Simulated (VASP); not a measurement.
Here is a VASP 6.6.1 calculation.

POSCAR

```
TiO2
1.0
    4.5998373239      0.0000000000      0.0000000000
    0.0000000000      4.5998373239      0.0000000000
    0.0000000000      0.0000000000      2.9592135600
Ti O
2 4
Direct
    0.5000000000      0.5000000000      0.0000000000
    0.0000000000      0.0000000000      0.5000000000
    0.6952626869      0.6952626869      0.5000000000
    0.8047373131      0.1952626869      0.0000000000
    0.1952626869      0.8047373131      0.0000000000
    0.3047373131      0.3047373131      0.5000000000
```

INCAR.step1

```
PREC = Accurate
ENCUT = 520
ISMEAR = -1
SIGMA = 0.01
LREAL = F
LASPH = T
NELM = 60
NBANDS = 33
GGA = PE
ALGO = Normal
EDIFF = 1E-4
LWAVE = T
LCHARG = F
```

Contents of INCAR.step2:

```
PREC = Accurate
ENCUT = 520
EDIFF = 1E-6
ISMEAR = -1
SIGMA = 0.01
LREAL = F
LASPH = T
NELM = 60
ALGO = Normal
ISIF = 2
LWAVE = F
LCHARG = F
METAGGA = R2SCAN
LMIXTAU = T
NBANDS = 33
ISTART = 1
```

Contents of KPOINTS:

```
Automatic mesh
0
Gamma
  7 7 11
```

Potentials or basis: VASP PAW PBE potentials, release 64 (Ti_sv, O).

Run with:

```bash
$ cat potpaw_PBE.64/Ti_sv/POTCAR potpaw_PBE.64/O/POTCAR > POTCAR
$ cp INCAR.step1 INCAR
$ mpirun -np 1 vasp_std > vasp.out
$ cp INCAR.step2 INCAR
$ mpirun -np 1 vasp_std > vasp.out
```

Task: Predict the largest force.

Result: 0.034 eV/Å.

Task: Predict the band gap on the k mesh.

Result: 2.22 eV, direct.

Task: Estimate the pressure.

Result: 0.4 GPa.

Stress tensor (GPa, compression positive):
```
0.39 0.00 0.00
0.00 0.39 0.00
0.00 0.00 0.54
```

Caveat: the PAW data sets were made with another functional, which shifts forces and pressure a little. A k mesh can miss the band edges.
